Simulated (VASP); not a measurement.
# Ti (Im-3m) in VASP: single point with PBE

Aim: the single point of Ti with PBE.

All numbers are computed with VASP 6.6.1; they aren't measurements. Logs are shortened: lines on timing, memory, paths and dates and some standing lists are left out, and cuts for length are marked.

## (1) The cell of the first run

The structure is cubic, space group Im-3m (No. 229). The conventional cell has a = 3.255 Å, b = 3.255 Å, c = 3.255 Å, α = 90.00°, β = 90.00°, γ = 90.00°. Ti (site symmetry m-3m) has 14 Ti at 2.82 to 3.26 Å within 3.7 Å.

This isn't the form of Ti at room conditions, which is hcp.

## (2) Single point, PBE

Input file INCAR:

```
PREC = Accurate ; ENCUT = 500
EDIFF = 1E-6 ; ISMEAR = 0
SIGMA = 0.15 ; LREAL = False
LASPH = True ; NELM = 120
ALGO = Normal ; ISIF = 2
LWAVE = False ; LCHARG = False
GGA = PE ; NBANDS = 32
GGA_COMPAT = False
```

Input file KPOINTS:

```
Automatic mesh
0
Gamma
  16 16 5
```

Input file POSCAR:

```
Ti
1.0
   -1.6276186077      1.6276186077     -1.6276186077
   -1.6276186077     -1.6276186077      1.6276186077
    0.0000000000      6.5104744307      6.5104744307
Ti
4
Direct
    0.0000000000      0.0000000000      0.0000000000
    0.5000000000      0.5000000000      0.2500000000
    0.0000000000      0.0000000000      0.5000000000
    0.5000000000      0.5000000000      0.7500000000
```

Potentials or basis: VASP PAW PBE potentials, release 64 (Ti_sv).

Launch:

```sh
cat potpaw_PBE.64/Ti_sv/POTCAR > POTCAR
mpirun -np 1 vasp_std > vasp.out
```

OUTCAR:

```text
PREC = Accurate
   ENCUT = 500
   EDIFF = 1E-6
   ISMEAR = 0
   LREAL = False
   LASPH = True
   NELM = 120
   ISIF = 2
   GGA = PE

 ion  position               nearest neighbor table
   1  0.000  0.000  0.000-   2 2.82   4 2.82   2 2.82   4 2.82
   2  0.500  0.500  0.250-   1 2.82   3 2.82   1 2.82   3 2.82
   3  0.000  0.000  0.500-   2 2.82   4 2.82   2 2.82   4 2.82
   4  0.500  0.500  0.750-   1 2.82   3 2.82   1 2.82   3 2.82

  LATTYP: Found a base centered orthorhombic cell.
 ALAT       =     3.2552372154
 B/A-ratio  =     1.4142135624
 C/A-ratio  =     2.8284271247

  Lattice vectors:

 A1 = (  -1.6276186077,   1.6276186077,  -1.6276186077)
 A2 = (  -1.6276186077,  -1.6276186077,   1.6276186077)
 A3 = (   0.0000000000,   6.5104744307,   6.5104744307)

Analysis of symmetry for initial positions (statically):
=====================================================================
 Subroutine PRICEL returns following result:

  LATTYP: Found a body centered cubic cell.
 ALAT       =     3.2552372154

  Lattice vectors:

 A1 = (   1.6276186077,   1.6276186077,  -1.6276186077)
 A2 = (  -1.6276186077,  -1.6276186077,  -1.6276186077)
 A3 = (  -1.6276186077,   1.6276186077,   1.6276186077)

   4 primitive cells build up your supercell.

 Routine SETGRP: Setting up the symmetry group for a
 base centered orthorhombic supercell.

 Subroutine GETGRP returns: Found  8 space group operations
 (whereof  8 operations were pure point group operations)
 out of a pool of  8 trial point group operations.

The static configuration has the point symmetry D_2h.

Analysis of symmetry for dynamics (positions and initial velocities):
=====================================================================
 Subroutine PRICEL returns following result:

  LATTYP: Found a body centered cubic cell.
 ALAT       =     3.2552372154

  Lattice vectors:

 A1 = (   1.6276186077,   1.6276186077,  -1.6276186077)
 A2 = (  -1.6276186077,  -1.6276186077,  -1.6276186077)
 A3 = (  -1.6276186077,   1.6276186077,   1.6276186077)

   4 primitive cells build up your supercell.

 Routine SETGRP: Setting up the symmetry group for a
 base centered orthorhombic supercell.

 Subroutine GETGRP returns: Found  8 space group operations
 (whereof  8 operations were pure point group operations)
 out of a pool of  8 trial point group operations.

The dynamic configuration has the point symmetry D_2h.

 Subroutine INISYM returns: Found  8 space group operations
 (whereof  8 operations are pure point group operations),
 and found     4 'primitive' translations

----------------------------------------------------------------------------------------

                                     Primitive cell

  volume of cell :      17.2472

  direct lattice vectors                    reciprocal lattice vectors
     1.627618608  1.627618608 -1.627618608     0.000000000  0.307197274 -0.307197274
    -1.627618608 -1.627618608 -1.627618608    -0.307197274 -0.000000000 -0.307197274
    -1.627618608  1.627618608  1.627618608    -0.307197274  0.307197274  0.000000000

  length of vectors
     2.819118124  2.819118124  2.819118124     0.434442552  0.434442552  0.434442552

  position of ions in fractional coordinates (direct lattice)
     0.000000000  0.000000000  0.000000000

  ion indices of the primitive-cell ions
   primitive index   ion index
                 1           1

----------------------------------------------------------------------------------------

 KPOINTS: Automatic mesh

Automatic generation of k-mesh.
 Grid dimensions read from file:
 generate k-points for:   16   16    5

 Generating k-lattice:

  Cartesian coordinates                     Fractional coordinates (reciprocal lattice)
    -0.019199830  0.009599915 -0.009599915     0.062500000  0.000000000  0.000000000
    -0.019199830 -0.009599915  0.009599915     0.000000000  0.062500000  0.000000000
     0.000000000  0.015359864  0.015359864     0.000000000  0.000000000  0.200000000

  Length of vectors
     0.023514893  0.023514893  0.021722128

  Shift w.r.t. Gamma in fractional coordinates (k-lattice)
     0.000000000  0.000000000  0.000000000

 Subroutine IBZKPT returns following result:
 ===========================================

 Found    219 irreducible k-points:

 Following reciprocal coordinates:
            Coordinates               Weight
  0.000000  0.000000  0.000000      1.000000
  0.062500  0.000000  0.000000      4.000000
  0.125000  0.000000  0.000000      4.000000
  0.187500  0.000000  0.000000      4.000000
  0.250000  0.000000  0.000000      4.000000
  0.312500  0.000000  0.000000      4.000000
[... 16 lines left out ...]
 -0.125000  0.062500  0.000000      4.000000
 -0.062500  0.062500  0.000000      2.000000
 [... further k-points ...]
   k-points           NKPTS =    219   k-points in BZ     NKDIM =    219   number of bands    NBANDS=     32
   number of dos      NEDOS =    301   number of ions     NIONS =      4
   total plane-waves  NPLWV =  40320
   dimension x,y,z NGX =    24 NGY =   24 NGZ =   70
   dimension x,y,z NGXF=    48 NGYF=   48 NGZF=  140
   ions per type =               4
   NGX,Y,Z   is equivalent  to a cutoff of  14.15, 14.15, 12.64 a.u.
   NGXF,Y,Z  is equivalent  to a cutoff of  28.31, 28.31, 25.28 a.u.
 SYSTEM =  unknown system
   PREC   = accura    normal or accurate (medium, high low for compatibility)
   ISTART =      0    job   : 0-new  1-cont  2-samecut
   ICHARG =      2    charge: 1-file 2-atom 10-const
   ISPIN  =      1    spin polarized calculation?
   LNONCOLLINEAR =      F non collinear calculations
   LSORBIT =      F    spin-orbit coupling
   LASPH  =      T    aspherical Exc in radial PAW
   ENCUT  =  500.0 eV  36.75 Ry    6.06 a.u.   5.14  5.14 16.79*2*pi/ulx,y,z
   NELM   =    120;   NELMIN=  2; NELMDL= -5     # of ELM steps
   EDIFF  = 0.1E-05   stopping-criterion for ELM
   LREAL  =      F    real-space projection
   EDIFFG = 0.1E-04   stopping-criterion for IOM
   NSW    =      0    number of steps for IOM
   IBRION =     -1    ionic relax: 0-MD 1-quasi-New 2-CG
   NFREE  =      0    steps in history (QN), initial steepest desc. (CG)
   ISIF   =      2    stress and relaxation
   ISYM   =      2    0-nonsym 1-usesym 2-fastsym
   POTIM  = 0.5000    time-step for ionic-motion
   TEBEG  =    0.0;   TEEND  =   0.0 temperature during run
   PSTRESS=    0.0 pullay stress
   NELECT =      48.0000    total number of electrons
   NUPDOWN=      -1.0000    fix difference up-down
   EMIN   =  10.00;   EMAX   =-10.00  energy-range for DOS
   EFERMI =   0.00;   METHOD = LEGACY
   ISMEAR =     0;   SIGMA  =   0.15  broadening in eV -4-tet -1-fermi 0-gaus
   EFERMI_NEDOS =   21; number of points for ismear=-14 and -15
   IALGO  =     38    algorithm
   IMIX   =      4    mixing-type and parameters
     AMIX     =   0.40;   BMIX     =  1.00
     AMIX_MAG =   1.60;   BMIX_MAG =  1.00
  volume/ion in A,a.u.               =      17.25       116.39
  Fermi-wavevector in a.u.,A,eV,Ry     =   1.450650  2.741331 28.631897  2.104385
  Thomas-Fermi vector in A             =   2.568238
   LORBIT       =      0    0 simple, 1 ext, 2 COOP (PROOUT), +10 PAW based schemes
   GGA     = PE    functional components
   LHFCALC =     F    Hartree Fock is set to
   AEXX    =    0.0000 exact exchange contribution
   IVDW    =     0    specifies the selected vdW correction
   LEPSILON=     F    determine dielectric tensor
   LRPA    =     F    only Hartree local field effects (RPA)
 non-spin polarized calculation
 Gauss-broadening in eV      SIGMA  =   0.15
  energy-cutoff  :      500.00
  volume of cell :       68.99
 maximum number of plane-waves:      1782
 NGX is ok and might be reduce to    24
   NGX = 11   NGY = 11   NGZ = 33

 number of electron      47.9999974 magnetization

 Free energy of the ion-electron system (eV)
  ---------------------------------------------------
  ext. energy  EPLUGINS =         0.00000000
  ---------------------------------------------------
  free energy    TOTEN  =       -30.95028186 eV

  energy without entropy =      -30.84899699  energy(sigma->0) =      -30.89963942

 E-fermi :   8.1604     XC(G=0): -11.5266

 val. band max:        8.1585579194   @ k =   0.3125   0.0625   0.4000
 cond. band min:       8.1619539163   @ k =  -0.1250   0.1250   0.4000
 fundamental gap:      0.0033959969
 Fermi energy:         8.1603715665

 k-point     1 :       0.0000    0.0000    0.0000
  band No.  band energies     occupation
      1     -48.3576      2.00000
      2     -48.2905      2.00000
      3     -48.2905      2.00000
      4     -48.2225      2.00000
      5     -24.8931      2.00000
      6     -24.5569      2.00000
[... 24 lines left out ...]
     31      10.5742      0.00000
     32      10.6357      0.00000

 k-point     2 :       0.0625    0.0000    0.0000
  band No.  band energies     occupation
      1     -48.3538      2.00000
      2     -48.2879      2.00000
      3     -48.2879      2.00000
      4     -48.2212      2.00000
      5     -24.8843      2.00000
      6     -24.5645      2.00000
[... 24 lines left out ...]
     31      10.5577      0.00000
     32      10.6824      0.00000

 k-point     3 :       0.1250    0.0000    0.0000
  band No.  band energies     occupation
      1     -48.3427      2.00000
      2     -48.2806      2.00000
      3     -48.2806      2.00000
      4     -48.2178      2.00000
      5     -24.8585      2.00000
      6     -24.5886      2.00000
[... 24 lines left out ...]
     31      10.4716      0.00000
     32      10.7294      0.00000

 k-point     4 :       0.1875    0.0000    0.0000
  band No.  band energies     occupation
      1     -48.3257      2.00000
      2     -48.2696      2.00000
      3     -48.2696      2.00000
      4     -48.2131      2.00000
      5     -24.8174      2.00000
      6     -24.6320      2.00000
[... 654 lines left out ...]
     31      10.0924      0.00000
     32      10.5906      0.00000

 k-point    23 :      -0.1250    0.0625    0.0000
  band No.  band energies     occupation
      1     -48.3440      2.00000
      2     -48.2796      2.00000
      3     -48.2796      2.00000
      4     -48.2144      2.00000
      5     -24.8686      2.00000
      6     -24.5630      2.00000
[... 24 lines left out ...]
     31      10.1561      0.00000
     32      10.6266      0.00000

 k-point    24 :      -0.0625    0.0625    0.0000
  band No.  band energies     occupation
      1     -48.3525      2.00000
      2     -48.2861      2.00000
      3     -48.2861      2.00000
      4     -48.2189      2.00000
      5     -24.8850      2.00000
      6     -24.5549      2.00000
[... 24 lines left out ...]
     31      10.3542      0.00000
     32      10.5447      0.00000

 [... further k-points ...]

------------------------ aborting loop because EDIFF is reached ----------------------------------------

  FORCE on cell =-STRESS in cart. coord.  units (eV):
  Direction    XX          YY          ZZ          XY          YZ          ZX
  --------------------------------------------------------------------------------------
  -------------------------------------------------------------------------------------
  Total       -0.0900284     -0.0875453     -0.0875453     -0.0000000     -0.0134700      0.0000000
  in kB       -2.0907985     -2.0331313     -2.0331313     -0.0000000     -0.3128241      0.0000000
  external PRESSURE =      -2.0523537 kB  Pullay stress =       0.0000000 kB

 VOLUME and BASIS-vectors are now :
 -----------------------------------------------------------------------------
  energy-cutoff  :      500.00
  volume of cell :       68.99
      direct lattice vectors                 reciprocal lattice vectors
    -1.627618608  1.627618608 -1.627618608    -0.307197274  0.153598637 -0.153598637
    -1.627618608 -1.627618608  1.627618608    -0.307197274 -0.153598637  0.153598637
     0.000000000  6.510474431  6.510474431     0.000000000  0.076799319  0.076799319

 POSITION                                       TOTAL-FORCE (eV/Angst)
 -----------------------------------------------------------------------------------
      0.00000      0.00000      0.00000         0.000000     -0.000000     -0.000000
     -1.62762      1.62762      1.62762         0.000000      0.000000     -0.000000
      0.00000      3.25524      3.25524        -0.000000     -0.000000     -0.000000
     -1.62762      4.88286      4.88286        -0.000000      0.000000      0.000000
 -----------------------------------------------------------------------------------
    total drift:                               -0.000000      0.000000     -0.000000

  FREE ENERGIE OF THE ION-ELECTRON SYSTEM (eV)
  ---------------------------------------------------
  free  energy   TOTEN  =       -30.9502818606 eV

  energy  without entropy=      -30.8489969887  energy(sigma->0) =      -30.89963942
```

It took 7.1 min on 1 thread of Intel Xeon Platinum 8259CL at 2.50GHz (Skylake/Cascade Lake), shared host; peak memory 0.42 GiB.

Results:

```
Free energy            : -30.9503 eV
Pressure               : -0.2 GPa
Band gap on the k mesh : zero (bands 24 and 25 overlap by 1.21 eV)
```
